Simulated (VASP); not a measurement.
Wanted: the native input for a VASP 6.6.1 run.

| Item | Value |
| --- | --- |
| Task | single point |
| Functional | PBE |
| Potentials or basis | VASP PAW PBE potentials, release 64 (Al, Ga_d, P) |
| Cutoff | 520 eV |
| k mesh | 8 × 8 × 8 |
| Occupations | gaussian, width 0.02 eV |
| Spin | no spin polarisation |
| Dipole correction | no |
| Further INCAR settings | ALGO = Normal; EDIFF = 1e-06; NBANDS = 41 |

The structure of AlGa3P4 lies in POSCAR:

```
AlGa3P4
1.0
   -2.6973894803      2.6973894803      5.3947721264
    2.6973894803     -2.6973894803      5.3947721264
    2.6973894803      2.6973894803     -5.3947721264
Al Ga P
1 3 4
Direct
    0.5000000000      0.5000000000      0.0000000000
    0.0000000000      0.0000000000      0.0000000000
    0.2500000000      0.7500000000      0.5000000000
    0.7500000000      0.2500000000      0.5000000000
    0.1254462208      0.1254462208      0.5005118789
    0.3750656581      0.8745537792      0.0000000000
    0.6249343419      0.6249343419      0.4994881211
    0.8745537792      0.3750656581      0.0000000000
```

The input as run:

INCAR

```
SYSTEM = AlGa3P4
PREC = Accurate
ENCUT = 520
EDIFF = 1E-6
ISMEAR = 0
SIGMA = 0.02
LREAL = .False.
LASPH = .True.
NELM = 60
ALGO = Normal
ISIF = 2
LWAVE = .False.
LCHARG = .False.
GGA = PE
NBANDS = 41
```

KPOINTS

```
Automatic mesh
0
Gamma
  8 8 8
  0 0 0
```

Potentials or basis: VASP PAW PBE potentials, release 64 (Al, Ga_d, P).

Run with:

```sh
$ cat potpaw_PBE.64/Al/POTCAR potpaw_PBE.64/Ga_d/POTCAR potpaw_PBE.64/P/POTCAR > POTCAR
$ mpirun -np 1 vasp_std > vasp.out
```

It gave:

* Pressure: 5.5 GPa
* Band gap on the k mesh: 1.57 eV (least direct gap 1.59 eV)

Caveat: the cell stands under pressure.

Wall time 4.8 min on 1 thread of Intel(R) Xeon(R) Platinum 8559C (Emerald Rapids), with other jobs on the host, peak memory 0.53 GiB.
